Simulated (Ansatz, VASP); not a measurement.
**Cu: VASP beside Ansatz**

```
Cu
1.0
     0.00000    1.81480    1.81480
     1.81480    0.00000    1.81480
     1.81480    1.81480    0.00000
Cu
1
Direct
  0.00000 0.00000 0.00000
```

Alike in both runs: functional PBE; k mesh 20 × 20 × 20; occupations fermi-dirac, width 0.1 eV; no spin polarisation.

Ansatz relaxed the structure, and its values are those at the end. VASP's run is a single point on that final structure, the one shown.

```csv
,VASP,Ansatz
version,VASP 6.6.1,Ansatz 0.2.0
potentials or method,"VASP PAW PBE potentials, release 64 (Cu)","PAW with Ansatz's default frozen-core files, scalar-relativistic"
plane-wave cutoff (eV),520,420
valence electrons in the cell,11,19
```

VASP gave:

- pressure (GPa): 0.6

Estimate Ansatz's values.

pressure (GPa): 0.0.

The functional is the same, so the differences come from potentials, cutoffs and numerics. VASP's potentials hold 11 valence electrons a cell and Ansatz's 19, so a difference there can come from the potentials and not from the codes.
